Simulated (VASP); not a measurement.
A run of VASP 6.6.1 is set up as follows.

File INCAR:

```
SYSTEM = TiAu
PREC = Accurate
ENCUT = 520
EDIFF = 1E-6
ISMEAR = -1
SIGMA = 0.1
LREAL = .False.
LASPH = .True.
NELM = 60
ALGO = Normal
ISIF = 2
LWAVE = .False.
LCHARG = .False.
GGA = CA
NBANDS = 31
```

KPOINTS

```
Automatic mesh
0
Gamma
  6 6 4
  0 0 0
```

File POSCAR:

```
TiAu
1.0
    3.3222620000      0.0000000000      0.0000000000
    0.0000000000      3.3222620000      0.0000000000
    0.0000000000      0.0000000000      6.1029220000
Ti Au
2 2
Direct
    0.0000000000      0.5000000000      0.8644990000
    0.5000000000      0.0000000000      0.1355010000
    0.0000000000      0.5000000000      0.3603450000
    0.5000000000      0.0000000000      0.6396550000
```

Potentials or basis: VASP PAW LDA potentials, release 64 (Ti_sv, Au).

The run is started by

```console
$ cat potpaw_LDA.64/Ti_sv/POTCAR potpaw_LDA.64/Au/POTCAR > POTCAR
$ mpirun -np 1 vasp_std > vasp.out
```

Question: What does it give for the largest force?

Answer: 0.039 eV/Å.

Question: What does it give for the pressure?

Answer: -7.8 GPa.

Question: Predict the band gap on the k mesh.

Answer: Zero (band 23 reaches 9.79 eV, above the bottom of band 24 at 8.36 eV).

Stress tensor (GPa, compression positive):
```
-7.62  0.00  0.00
 0.00 -7.62  0.00
 0.00  0.00 -8.21
```

Caveat: spin-orbit coupling is left out, which moves the levels of the heavy elements.
